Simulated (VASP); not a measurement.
A run of VASP 6.6.1:

File INCAR:

```
PREC = Accurate ; ENCUT = 520
EDIFF = 1E-6 ; ISMEAR = -1
SIGMA = 0.05 ; LREAL = False
LASPH = True ; NELM = 60
ALGO = Normal ; ISIF = 2
LWAVE = False ; LCHARG = False
GGA = PE ; NBANDS = 20
```

The input KPOINTS:

```
Automatic mesh
0
Gamma
  7 7 6
```

File POSCAR:

```
BiSbSe
1.0
    4.8485145556      0.0000000000      0.0000000000
   -2.4242572828      4.1989367738      0.0000000000
    0.0000000000      0.0000000000      4.7335459614
Sb Bi Se
1 1 1
Direct
    0.6666666700      0.3333333300      0.5000000000
    0.0000000000      0.0000000000      0.0000000000
    0.3333333300      0.6666666700      0.5000000000
```

Potentials or basis: VASP PAW PBE potentials, release 64 (Sb, Bi_d, Se).

Launch:

```bash
$ cat potpaw_PBE.64/Sb/POTCAR potpaw_PBE.64/Bi_d/POTCAR potpaw_PBE.64/Se/POTCAR > POTCAR
$ mpirun -np 1 vasp_std > vasp.out
```

Hardware: 1 thread of Intel(R) Xeon(R) 6975P-C (Granite Rapids), on a shared host.

Q: Estimate the wall time of this run.

A: Wall time 28 s on 1 thread of Intel(R) Xeon(R) 6975P-C (Granite Rapids) (shared host), peak memory 0.24 GiB. Counts: scf iterations 12, k points 32.
